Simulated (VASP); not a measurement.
Crystal: BaTe.

```
Ba Te
1.0
     0.00000    3.53239    3.44054
     3.53239    0.00000    3.44054
     3.53239    3.53239    0.00000
Ba Te
1 1
Cartesian
  0.0000 0.0000 0.0000
  3.5324 3.5324 3.4405
```

This cell differs from its parent crystal: uniaxial z strain -2.6%.

Base run:

* Program: VASP 6.6.1
* Functional: PBE
* Potentials or basis: VASP PAW PBE potentials, release 64 (Ba_sv, Te)
* Cutoff: 500 eV
* k mesh: 6 × 6 × 6
* Occupations: fermi-dirac, width 0.02 eV
* Spin: no spin polarisation

Its results: band gap on the k mesh 1.47 eV (least direct gap 1.86 eV); pressure 1.2 GPa.

Q: The run is repeated on the same cell with these changes: functional from PBE to r2SCAN; cutoff from 500 eV to 550 eV; occupations from fermi-dirac, width 0.02 eV to gaussian, width 0.01 eV. What comes out?

A: Band gap on the k mesh 1.82 eV (least direct gap 2.21 eV); pressure 1.2 GPa.

Caveats: spin-orbit coupling is left out, which moves the levels of the heavy elements; the PAW data sets were made with another functional, which shifts forces and pressure a little (at least some runs).

A k mesh can miss the band edges.
